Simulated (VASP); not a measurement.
Runs of VASP 6.6.1 on CoO. The structure is that of space group Fm-3m (No. 225), or close to it. The cells are those of the table. 

| task | cell | k mesh | cutoff (eV) | smearing | gap on the mesh (eV) | pressure (GPa) | moment (μB) |
| --- | --- | --- | --- | --- | --- | --- | --- |
| single point | a = 3.004 Å, angles 120.0, 120.0, 90.0°, 2 atoms | 20 × 20 × 20 | 520 | gaussian 0.1 eV | none | -10.0 | 2.93 |
| single point | a = 2.949 Å, angles 119.8, 119.8, 90.4°, 2 atoms | 10 × 10 × 10 | 520 | gaussian 0.1 eV | none | (a) | 2.79 |
| single point | a = 2.947 Å, angles 120.0, 120.0, 90.0°, 2 atoms | 16 × 16 × 16 | 520 | gaussian 0.15 eV | none | (b) | 2.68 |
| relaxation of cell and atoms | relaxed from a = 2.998 Å, angles 119.6, 119.6, 90.7°, 2 atoms | 10 × 10 × 10 | 600 | gaussian 0.1 eV | none | 0.3 | 2.75 |

Alike in all rows: level PBEsol; potentials or basis VASP PAW PBE potentials, release 64 (Co, O); spin collinear, ferromagnetic start.

Task: Fill in the values left out.

Result: (a) -1.1; (b) -0.9.

Caveats: the PAW data sets were made with another functional, which shifts forces and pressure a little; a cell with one magnetic atom can't hold antiferromagnetic order, which such compounds often take; semilocal functionals often make such compounds metallic where correlation or magnetic order opens a gap, which also shifts bond lengths.

A gap of «none» marks levels without a gap at the run's occupations.
